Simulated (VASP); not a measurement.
# Si16Ge (a cell with a defect) in VASP: single point with PBE

Aim: the single point of Si16Ge (a cell with a defect) with PBE.

All numbers are computed with VASP 6.6.1; they aren't measurements. Logs are shortened: lines on timing, memory, paths and dates and some standing lists are left out, and cuts for length are marked.

## 1. The cell of the first run

The cell holds a defect, 17 atoms: a = 7.679 Å, b = 7.679 Å, c = 7.679 Å, α = 60.00°, β = 60.00°, γ = 60.00°.

## 2. Single point, PBE

Input file INCAR:

```
SYSTEM = Si16Ge
PREC = Accurate ; ENCUT = 520
EDIFF = 1E-7 ; ISMEAR = -1
SIGMA = 0.02 ; LREAL = Auto
LASPH = .TRUE. ; NELM = 100
ALGO = Normal ; ISIF = 2
LWAVE = .FALSE. ; LCHARG = .TRUE.
GGA = PE ; LELF = .TRUE.
LVHAR = .TRUE. ; NBANDS = 53
```

Input file KPOINTS:

```
regular mesh
0
G
  2 2 2
  0 0 0
```

Input file POSCAR:

```
Si16Ge
1.0
    0.0000000000      5.4300000000      5.4300000000
    5.4300000000      0.0000000000      5.4300000000
    5.4300000000      5.4300000000      0.0000000000
Si Ge
16 1
Direct
    0.0117516635     -0.0340605835      0.0102060601
    0.1590588662      0.1126579859      0.1141273027
    0.0179147965     -0.0011781136      0.4860453691
    0.1274419426      0.1077401514      0.6379568254
    0.0135506865      0.5118625814      0.0107903592
    0.1012826234      0.6021230530      0.1957984181
   -0.0258610353      0.4754721222      0.5770699539
    0.1275289164      0.6283595657      0.6387827806
    0.5229385933      0.0238990027     -0.0692446014
    0.6140915317      0.1134733022      0.1142451380
    0.4977700948     -0.0011417527      0.4862530343
    0.6497350197      0.1511307274      0.5501164311
    0.4644457741      0.5116321238      0.0103245639
    0.6127748930      0.6602833882      0.1132098806
    0.4979865226      0.5195383130      0.4849914773
    0.6062751927      0.6284539994      0.6382421990
    0.8133242183      0.3160331335      0.0588368081
```

Potentials or basis: VASP PAW PBE potentials, release 64 (Si, Ge_d).

Launch:

```sh
$ cat potpaw_PBE.64/Si/POTCAR potpaw_PBE.64/Ge_d/POTCAR > POTCAR
$ mpirun -np 1 vasp_std > vasp.out
```

OUTCAR:

```text
SYSTEM = Si16Ge
   PREC = Accurate
   ENCUT = 520
   EDIFF = 1E-7
   ISMEAR = -1
   LREAL = Auto
   LASPH = .TRUE.
   NELM = 100
   ISIF = 2
   GGA = PE

 ion  position               nearest neighbor table
   1  0.012  0.966  0.010-   6 2.32   4 2.34  17 2.46  10 2.50   2 2.50
   2  0.159  0.113  0.114-   9 2.32   3 2.33  17 2.45   1 2.50   5 2.51
   3  0.018  0.999  0.486-   4 2.33   8 2.33   2 2.33  12 2.34
   4  0.127  0.108  0.638-  11 2.33   3 2.33   1 2.34   7 2.34
   5  0.014  0.512  0.011-   6 2.32   8 2.34  17 2.44   2 2.51  14 2.52
   6  0.101  0.602  0.196-   5 2.32  13 2.32   1 2.32   7 2.39
   7  0.974  0.475  0.577-   4 2.34  16 2.34   8 2.34   6 2.39  17 3.02
   8  0.128  0.628  0.639-   3 2.33  15 2.33   5 2.34   7 2.34
   9  0.523  0.024  0.931-  14 2.32   2 2.32  10 2.32  12 2.39
  10  0.614  0.113  0.114-   9 2.32  11 2.34  17 2.45   1 2.50  13 2.50
  11  0.498  0.999  0.486-   4 2.33  16 2.33  10 2.34  12 2.34
  12  0.650  0.151  0.550-  11 2.34   3 2.34  15 2.34   9 2.39
  13  0.464  0.512  0.010-   6 2.32  16 2.34  17 2.45  10 2.50  14 2.52
  14  0.613  0.660  0.113-   9 2.32  15 2.33  17 2.43  13 2.52   5 2.52
  15  0.498  0.520  0.485-  16 2.33   8 2.33  14 2.33  12 2.34
  16  0.606  0.628  0.638-  11 2.33  15 2.33  13 2.34   7 2.34
  17  0.813  0.316  0.059-  14 2.43   5 2.44   2 2.45  13 2.45  10 2.45   1 2.46   7 3.02

  LATTYP: Found a face centered cubic cell.
 ALAT       =    10.8600000000

  Lattice vectors:

 A1 = (   0.0000000000,   5.4300000000,   5.4300000000)
 A2 = (   5.4300000000,   0.0000000000,   5.4300000000)
 A3 = (   5.4300000000,   5.4300000000,   0.0000000000)

Analysis of symmetry for initial positions (statically):
=====================================================================
 Subroutine PRICEL returns:
 Original cell was already a primitive cell.

 Routine SETGRP: Setting up the symmetry group for a
 face centered cubic supercell.

 Subroutine GETGRP returns: Found  1 space group operations
 (whereof  1 operations were pure point group operations)
 out of a pool of 48 trial point group operations.

The static configuration has the point symmetry C_1 .

Analysis of symmetry for dynamics (positions and initial velocities):
=====================================================================
 Subroutine PRICEL returns:
 Original cell was already a primitive cell.

 Routine SETGRP: Setting up the symmetry group for a
 face centered cubic supercell.

 Subroutine GETGRP returns: Found  1 space group operations
 (whereof  1 operations were pure point group operations)
 out of a pool of 48 trial point group operations.

The dynamic configuration has the point symmetry C_1 .

 Subroutine INISYM returns: Found  1 space group operations
 (whereof  1 operations are pure point group operations),
 and found     1 'primitive' translations

----------------------------------------------------------------------------------------

                                     Primitive cell

  volume of cell :     320.2060

  direct lattice vectors                    reciprocal lattice vectors
     0.000000000  5.430000000  5.430000000    -0.092081031  0.092081031  0.092081031
     5.430000000  0.000000000  5.430000000     0.092081031 -0.092081031  0.092081031
     5.430000000  5.430000000  0.000000000     0.092081031  0.092081031 -0.092081031

  length of vectors
     7.679179644  7.679179644  7.679179644     0.159489025  0.159489025  0.159489025

  position of ions in fractional coordinates (direct lattice)
     0.011751664  0.965939416  0.010206060
     0.159058866  0.112657986  0.114127303
     0.017914797  0.998821886  0.486045369
     0.127441943  0.107740151  0.637956825
     0.013550686  0.511862581  0.010790359
     0.101282623  0.602123053  0.195798418
[... 9 lines left out ...]
     0.606275193  0.628453999  0.638242199
     0.813324218  0.316033133  0.058836808

  ion indices of the primitive-cell ions
   primitive index   ion index
                 1           1
                 2           2
                 3           3
                 4           4
                 5           5
                 6           6
[... 9 lines left out ...]
                16          16
                17          17

----------------------------------------------------------------------------------------

 KPOINTS: regular mesh

Automatic generation of k-mesh.
 Grid dimensions read from file:
 generate k-points for:    2    2    2

 Generating k-lattice:

  Cartesian coordinates                     Fractional coordinates (reciprocal lattice)
    -0.046040516  0.046040516  0.046040516     0.500000000  0.000000000  0.000000000
     0.046040516 -0.046040516  0.046040516     0.000000000  0.500000000  0.000000000
     0.046040516  0.046040516 -0.046040516     0.000000000  0.000000000  0.500000000

  Length of vectors
     0.079744512  0.079744512  0.079744512

  Shift w.r.t. Gamma in fractional coordinates (k-lattice)
     0.000000000  0.000000000  0.000000000

 Subroutine IBZKPT returns following result:
 ===========================================

 Found      8 irreducible k-points:

 Following reciprocal coordinates:
            Coordinates               Weight
  0.000000  0.000000  0.000000      1.000000
  0.500000  0.000000  0.000000      1.000000
  0.000000  0.500000  0.000000      1.000000
  0.000000  0.000000  0.500000      1.000000
  0.500000  0.500000  0.500000      1.000000
  0.500000  0.500000  0.000000      1.000000
  0.000000  0.500000  0.500000      1.000000
  0.500000  0.000000  0.500000      1.000000
   k-points           NKPTS =      8   k-points in BZ     NKDIM =      8   number of bands    NBANDS=     53
   number of dos      NEDOS =    301   number of ions     NIONS =     17
   total plane-waves  NPLWV = 216000
   dimension x,y,z NGX =    60 NGY =   60 NGZ =   60
   dimension x,y,z NGXF=   120 NGYF=  120 NGZF=  120
   ions per type =              16   1
   NGX,Y,Z   is equivalent  to a cutoff of  12.99, 12.99, 12.99 a.u.
   NGXF,Y,Z  is equivalent  to a cutoff of  25.98, 25.98, 25.98 a.u.
 SYSTEM =  Si16Ge
   PREC   = accura    normal or accurate (medium, high low for compatibility)
   ISTART =      0    job   : 0-new  1-cont  2-samecut
   ICHARG =      2    charge: 1-file 2-atom 10-const
   ISPIN  =      1    spin polarized calculation?
   LNONCOLLINEAR =      F non collinear calculations
   LSORBIT =      F    spin-orbit coupling
   LASPH  =      T    aspherical Exc in radial PAW
   ENCUT  =  520.0 eV  38.22 Ry    6.18 a.u.  14.28 14.28 14.28*2*pi/ulx,y,z
   NELM   =    100;   NELMIN=  2; NELMDL= -5     # of ELM steps
   EDIFF  = 0.1E-06   stopping-criterion for ELM
   LREAL  =      T    real-space projection
   EDIFFG = 0.1E-05   stopping-criterion for IOM
   NSW    =      0    number of steps for IOM
   IBRION =     -1    ionic relax: 0-MD 1-quasi-New 2-CG
   NFREE  =      0    steps in history (QN), initial steepest desc. (CG)
   ISIF   =      2    stress and relaxation
   ISYM   =      2    0-nonsym 1-usesym 2-fastsym
   POTIM  = 0.5000    time-step for ionic-motion
   TEBEG  =    0.0;   TEEND  =   0.0 temperature during run
   PSTRESS=    0.0 pullay stress
   NELECT =      78.0000    total number of electrons
   NUPDOWN=      -1.0000    fix difference up-down
   EMIN   =  10.00;   EMAX   =-10.00  energy-range for DOS
   EFERMI =   0.00;   METHOD = LEGACY
   ISMEAR =    -1;   SIGMA  =   0.02  broadening in eV -4-tet -1-fermi 0-gaus
   EFERMI_NEDOS =   21; number of points for ismear=-14 and -15
   IALGO  =     38    algorithm
   IMIX   =      4    mixing-type and parameters
     AMIX     =   0.40;   BMIX     =  1.00
     AMIX_MAG =   1.60;   BMIX_MAG =  1.00
  volume/ion in A,a.u.               =      18.84       127.11
  Fermi-wavevector in a.u.,A,eV,Ry     =   1.022421  1.932096 14.222785  1.045345
  Thomas-Fermi vector in A             =   2.156100
   LORBIT       =      0    0 simple, 1 ext, 2 COOP (PROOUT), +10 PAW based schemes
   GGA     = PE    functional components
   LHFCALC =     F    Hartree Fock is set to
   AEXX    =    0.0000 exact exchange contribution
   IVDW    =     0    specifies the selected vdW correction
   LEPSILON=     F    determine dielectric tensor
   LRPA    =     F    only Hartree local field effects (RPA)
 non-spin polarized calculation
  energy-cutoff  :      520.00
  volume of cell :      320.21
 maximum number of plane-waves:      8646
 NGX is ok and might be reduce to    60
   NGX = 29   NGY = 29   NGZ = 29

 number of electron      78.0000000 magnetization

 Free energy of the ion-electron system (eV)
  ---------------------------------------------------
  ext. energy  EPLUGINS =         0.00000000
  ---------------------------------------------------
  free energy    TOTEN  =       -86.35636582 eV

  energy without entropy =      -86.35482228  energy(sigma->0) =      -86.35559405

 E-fermi :   6.6292     XC(G=0):  -9.7741

 val. band max:        6.5450201072   @ k =   0.0000   0.0000   0.5000
 cond. band min:       6.7102836622   @ k =   0.0000   0.0000   0.0000
 fundamental gap:      0.1652635549
 Fermi energy:         6.6291566971

 k-point     1 :       0.0000    0.0000    0.0000
  band No.  band energies     occupation
      1     -17.9214      2.00000
      2     -17.9210      2.00000
      3     -17.7909      2.00000
      4     -17.7908      2.00000
      5     -17.7852      2.00000
      6      -6.3447      2.00000
[... 43 lines left out ...]
     50       8.6003      0.00000
     51       8.8306      0.00000

 k-point     2 :       0.5000    0.0000    0.0000
  band No.  band energies     occupation
      1     -17.9214      2.00000
      2     -17.9210      2.00000
      3     -17.7909      2.00000
      4     -17.7908      2.00000
      5     -17.7852      2.00000
      6      -5.9216      2.00000
[... 316 lines left out ...]
 k-point     8 :       0.5000    0.0000    0.5000
  band No.  band energies     occupation
      1     -17.9214      2.00000
      2     -17.9210      2.00000
      3     -17.7909      2.00000
      4     -17.7908      2.00000
      5     -17.7852      2.00000
      6      -5.8130      2.00000
[... 43 lines left out ...]
     50      10.3698      0.00000
     51      10.4251      0.00000
 [bands above 51 left out]

------------------------ aborting loop because EDIFF is reached ----------------------------------------

  FORCE on cell =-STRESS in cart. coord.  units (eV):
  Direction    XX          YY          ZZ          XY          YZ          ZX
  --------------------------------------------------------------------------------------
  -------------------------------------------------------------------------------------
  Total       10.7953542     10.7206851     10.7558581     -1.3443912      1.3353806      1.3678436
  in kB       54.0154496     53.6418365     53.8178273     -6.7267727      6.6816875      6.8441190
  external PRESSURE =      53.8250378 kB  Pullay stress =       0.0000000 kB

 VOLUME and BASIS-vectors are now :
 -----------------------------------------------------------------------------
  energy-cutoff  :      520.00
  volume of cell :      320.21
      direct lattice vectors                 reciprocal lattice vectors
     0.000000000  5.430000000  5.430000000    -0.092081031  0.092081031  0.092081031
     5.430000000  0.000000000  5.430000000     0.092081031 -0.092081031  0.092081031
     5.430000000  5.430000000  0.000000000     0.092081031  0.092081031 -0.092081031

 POSITION                                       TOTAL-FORCE (eV/Angst)
 -----------------------------------------------------------------------------------
      5.30047      0.11923      5.30886        -0.018582      0.017778     -0.012815
      1.23144      1.48340      1.47542         0.005768      0.011994      0.020577
      8.06283      2.73650      5.52088        -0.012685      0.014345      0.001724
      4.04913      4.15612      1.27704        -0.007306      0.010941     -0.013881
      2.83801      0.13217      2.85299         0.017034     -0.018313      0.015098
      4.33271      1.61315      3.81949         0.025792      0.004801      0.003176
[... 9 lines left out ...]
      6.87816      6.75773      6.70458         0.000197     -0.019899     -0.009499
      2.03554      4.73583      6.13241        -0.050522      0.014032     -0.050765
 -----------------------------------------------------------------------------------
    total drift:                               -0.006021     -0.001737     -0.002129

  FREE ENERGIE OF THE ION-ELECTRON SYSTEM (eV)
  ---------------------------------------------------
  free  energy   TOTEN  =       -86.3563658244 eV

  energy  without entropy=      -86.3548222778  energy(sigma->0) =      -86.35559405
```

Wall time 2.9 min (1 thread of Intel Xeon Platinum 8488C (Sapphire Rapids), shared host); peak memory 0.49 GiB.

Results:

* Free energy: -86.3564 eV
* Pressure: 5.4 GPa
* Largest force: 0.073 eV/Å
* Band gap on the k mesh: 0.17 eV

Forces on the atoms (eV/Å):
```
Si  -0.019  0.018 -0.013
Si   0.006  0.012  0.021
Si  -0.013  0.014  0.002
Si  -0.007  0.011 -0.014
Si   0.017 -0.018  0.015
Si   0.026  0.005  0.003
Si  -0.034 -0.032  0.031
Si  -0.003  0.003  0.025
Si   0.001 -0.011  0.022
Si  -0.011 -0.018 -0.017
Si  -0.014 -0.009 -0.007
Si   0.033  0.034 -0.034
Si   0.021 -0.010  0.016
Si   0.020  0.008  0.012
Si   0.027  0.000 -0.003
Si   0.000 -0.020 -0.009
Ge  -0.051  0.014 -0.051
```

Caveat: the k points lie up to 0.50 Å⁻¹ apart; semilocal functionals underestimate gaps, and a narrow one can read as zero.
